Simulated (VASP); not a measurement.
**Zn12S12O (a cell with a defect): single point with PBEsol**

Zn12S12O (a cell with a defect):

```
Zn S O
1.0
     0.00000    5.35627    5.35627
     5.35627    0.00000    5.35627
     8.03440    8.03440    0.00000
Zn S O
12 12 1
Direct
  0.01645 0.96050 0.01019
  0.01561 0.97337 0.65977
  0.50251 0.51031 0.32306
  0.00605 0.00762 0.32113
  0.51362 0.48930 0.99211
  0.50761 0.50308 0.65804
  0.00192 0.49348 0.99176
  0.50658 0.00418 0.32450
  0.94793 0.58222 0.64484
  0.50997 0.00072 0.99042
  0.00036 0.49226 0.33403
  0.49122 0.04439 0.65249
  0.13296 0.11611 0.07525
  0.12836 0.08024 0.76094
  0.62563 0.62750 0.41120
  0.12994 0.11661 0.41431
  0.62680 0.62417 0.07564
  0.56891 0.67202 0.74875
  0.13199 0.59079 0.08867
  0.62770 0.13469 0.40628
  0.12867 0.60392 0.74535
  0.63967 0.11475 0.07728
  0.12411 0.63129 0.40640
  0.63876 0.12922 0.74236
  0.92045 0.30589 0.75561
```

| Property | Result |
| --- | --- |
| Program | VASP 6.6.1 |
| Task | single point |
| Functional | PBEsol |
| Potentials or basis | VASP PAW PBE potentials, release 64 (Zn, S, O) |
| Cutoff | 520 eV |
| k mesh | 1 × 1 × 1, shifted |
| Occupations | fermi-dirac, width 0.05 eV |
| Spin | no spin polarisation |
| Dipole correction | no |
| Further INCAR settings | ALGO = Normal; EDIFF = 1e-06; NBANDS = 129; ISYM = 0 |

The pressure is 2.1 GPa. The largest force is 0.084 eV/Å.

Forces on the atoms (eV/Å):
```
Zn   0.003  0.006 -0.005
Zn  -0.008 -0.006 -0.009
Zn   0.000  0.002  0.005
Zn   0.001  0.002  0.001
Zn  -0.001  0.002  0.003
Zn  -0.004  0.004  0.001
Zn   0.003 -0.001  0.000
Zn  -0.003 -0.001  0.002
Zn   0.031 -0.038  0.060
Zn   0.001  0.002  0.000
Zn   0.000  0.000 -0.002
Zn   0.001  0.009  0.012
S   -0.002 -0.003  0.002
S    0.014 -0.008  0.000
S   -0.002 -0.005 -0.004
S    0.001 -0.001 -0.003
S    0.001 -0.001 -0.002
S    0.004  0.001  0.008
S   -0.008 -0.002  0.000
S    0.002 -0.001  0.000
S   -0.006  0.004 -0.002
S   -0.001 -0.003  0.001
S    0.001  0.000  0.002
S    0.000  0.003  0.003
O   -0.029  0.034 -0.072
```

Stress tensor (GPa, compression positive):
```
 1.98 -1.72  0.97
-1.72  2.26 -0.87
 0.97 -0.87  1.97
```

Levels at points of the mesh, in eV from the Fermi level:
```
           k point  band 108  band 109  band 110  band 111  band 112  band 113  band 114  band 115
(0.25, 0.25, 0.25)     -1.62     -1.46     -1.35     -1.19      1.70      2.20      2.40      2.71
```

It took 4.2 min on 1 thread of Oxide Virtual Turin-like Processor, with other jobs on the host, peak memory 0.53 GiB.

Caveat: the k points lie up to 1.02 Å⁻¹ apart, too coarse for converged energies, forces and pressures; the PAW data sets were made with another functional, which shifts forces and pressure a little.
